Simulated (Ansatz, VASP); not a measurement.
# Al2O3: VASP beside Ansatz

```
CELL_PARAMETERS angstrom
2.38025 1.37424 4.33187
-2.38025 1.37424 4.33187
0.00000 -2.74848 4.33187
ATOMIC_POSITIONS crystal
Al 0.35208 0.35208 0.35208
Al 0.14792 0.14792 0.14792
Al 0.64792 0.64792 0.64792
Al 0.85208 0.85208 0.85208
O 0.55646 0.94354 0.25000
O 0.25000 0.55646 0.94354
O 0.94354 0.25000 0.55646
O 0.44354 0.05646 0.75000
O 0.75000 0.44354 0.05646
O 0.05646 0.75000 0.44354
```

Alike in both runs: task electric field gradients; functional PBEsol; k mesh 8 × 8 × 8; occupations fermi-dirac, width 0.02 eV; no spin polarisation.

```csv
,VASP,Ansatz
version,VASP 6.6.1,Ansatz 0.2.0
potentials or method,"VASP PAW PBE potentials, release 64 (Al, O)","plane-wave PAW, scalar-relativistic"
plane-wave cutoff (eV),520,420
valence electrons in the cell,48,48
```

```csv
,VASP,Ansatz,Ansatz less VASP
gap on the k mesh at the Fermi level (eV),6.13,6.12,-0.010
pressure (GPa),1.8,1.7,-0.08
"traceless stress, the component that is largest in VASP (GPa)",-0.45,-0.38,+0.069
rms of the force components (eV/Å),0.029,0.026,-0.0028
size of Vzz on the site where it differs most (V/Å²),36.4,37.7,+1.26
```

VASP's potentials were made for PBE, not for PBEsol. Atom by atom the forces differ by 0.003 eV/Å (rms over components).
